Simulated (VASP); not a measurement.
Input of a VASP 6.6.1 run:

Contents of INCAR:

```
PREC = Accurate
ENCUT = 520
EDIFF = 1E-8
ISMEAR = 0
SIGMA = 0.05
LREAL = False
LASPH = True
NELM = 60
ALGO = Normal
ISIF = 2
LWAVE = False
LCHARG = False
GGA = PS
LEFG = True
NBANDS = 20
```

Contents of KPOINTS:

```
Automatic mesh
0
Gamma
  12 12 12
```

File POSCAR:

```
CdF2
1.0
    0.0000000000      2.6919147743      2.6919147743
    2.6919147743      0.0000000000      2.6919147743
    2.6919147743      2.6919147743      0.0000000000
Cd F
1 2
Direct
    0.0000000000      0.0000000000      0.0000000000
    0.2500000000      0.2500000000      0.2500000000
    0.7500000000      0.7500000000      0.7500000000
```

Potentials or basis: VASP PAW PBE potentials, release 64 (Cd, F).

The run is started by

```sh
$ cat potpaw_PBE.64/Cd/POTCAR potpaw_PBE.64/F/POTCAR > POTCAR
$ mpirun -np 1 vasp_std > vasp.out
```

Task: Estimate the band gap on the k mesh.

Result: 2.91 eV (least direct gap 3.40 eV).

Task: Predict the pressure.

Result: 0.8 GPa.

Caveat: the PAW data sets were made with another functional, which shifts forces and pressure a little. A k mesh can miss the band edges.
